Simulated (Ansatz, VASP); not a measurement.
# One calculation of Pd, two programs

```xyz
1
Lattice="0.0000 1.9449 1.9255 1.9449 0.0000 1.9255 1.9449 1.9449 0.0000" Properties=species:S:1:pos:R:3 pbc="T T T"
Pd    0.0000    0.0000    0.0000
```

Change from the starting cell: zz strain of -1 %, crystal datasets.

Alike in both runs: task electric field gradients; functional LDA; k mesh 18 × 18 × 18; occupations fermi-dirac, width 0.05 eV; no spin polarisation.

```csv
,VASP,Ansatz
version,VASP 6.6.1,Ansatz 0.2.0
potentials or method,"VASP PAW LDA potentials, release 64 (Pd), cutoff 520 eV","all-electron PAW with datasets made for the crystal, scalar-relativistic"
```

Ansatz gave:

* pressure (GPa): -6.1
* traceless stress, the component that is largest in VASP (GPa): 0.41
* size of Vzz on the site where it differs most (V/Å²): 1.6

**Question.** What did VASP give for the same quantities?

**Answer.** Pressure (GPa): -5.9; traceless stress, the component that is largest in VASP (GPa): 0.40; size of Vzz on the site where it differs most (V/Å²): 1.0.

LDA's correlation is that of Perdew and Zunger in VASP and of Perdew and Wang (1992) in Ansatz. Ansatz ran all-electron here, and VASP with PAW potentials.
